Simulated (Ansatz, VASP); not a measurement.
## BeSe3 in VASP and in Ansatz

```
CELL_PARAMETERS angstrom
3.63657 0.00018 -0.03019
0.00019 3.63600 -0.02103
-0.14596 -0.10127 17.74608
ATOMIC_POSITIONS crystal
Be 0.49686 0.50376 0.99919
Be 0.99687 0.00370 0.99918
Se 0.49074 0.99950 0.92307
Se 0.00301 0.50797 0.07530
Se 0.98667 0.46481 0.34209
Se 0.54442 0.02223 0.38561
Se 0.46522 0.02754 0.65955
Se 0.01621 0.47048 0.61600
```

Change from the starting cell: cell x1, atoms moved at random (sigma 0.15 Å) and cell strained at random (1.5 %), then relaxed without symmetry.

Alike in both runs: functional PBE; k mesh 6 × 6 × 2; occupations gaussian, width 0.2 eV; no spin polarisation.

Ansatz relaxed the structure, and its values are those at the end. VASP's run is a single point on that final structure, the one shown.

```csv
,VASP,Ansatz
version,VASP 6.6.1,Ansatz 0.2.0
potentials or method,"VASP PAW PBE potentials, release 64 (Be, Se), cutoff 520 eV","scalar-relativistic, plane waves, PAW"
valence electrons in the cell,40,100
```

VASP gave:

| Property | Result |
| --- | --- |
| gap on the k mesh at the Fermi level (eV) | 0.80 |
| least direct gap on the mesh (eV) | 1.05 |
| pressure (GPa) | 0.1 |
| rms of the force components (eV/Å) | 0.012 |

**Question.** What did Ansatz give for the same quantities?

**Answer.** gap on the k mesh at the Fermi level (eV): 0.80; least direct gap on the mesh (eV): 1.05; pressure (GPa): 0.0; rms of the force components (eV/Å): 0.005.

VASP's potentials hold 40 valence electrons a cell and Ansatz's 100, so a difference there can come from the potentials and not from the codes.
